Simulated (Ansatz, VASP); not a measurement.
Two plane-wave programs on HfTe4

```
Hf Te
1.0
    -3.37968    3.37968    3.37968
     3.37968   -3.37968    3.37968
     3.37968    3.37968   -3.37968
Hf Te
1 4
Direct
  0.00000 0.00000 0.00000
  0.00000 0.00000 0.50000
  0.00000 0.50000 0.00000
  0.50000 0.00000 0.00000
  0.50000 0.50000 0.50000
```

Change from the starting cell: species swapped into the MnGa4 type (Im-3m, No. 229).

Alike in both runs: task single point; functional PBE; k mesh 4 × 4 × 4; occupations gaussian, width 0.1 eV; no spin polarisation.

```csv
,VASP,Ansatz
version,VASP 6.6.1,Ansatz 0.2.0
potentials or method,"VASP PAW PBE potentials, release 64 (Hf_pv, Te), cutoff 500 eV","scalar-relativistic, plane waves, PAW"
valence electrons in the cell,34,90
```

Ansatz gave:

* gap on the k mesh at the Fermi level (eV): none
* pressure (GPa): 2.9

**Question.** Estimate VASP's values.

**Answer.** gap on the k mesh at the Fermi level (eV): none; pressure (GPa): 2.7.

A gap of «none» marks a metal or a gap that the smearing closes. VASP's potentials hold 34 valence electrons a cell and Ansatz's 90, so a difference there can come from the potentials and not from the codes.

Neither program's run includes spin-orbit coupling.
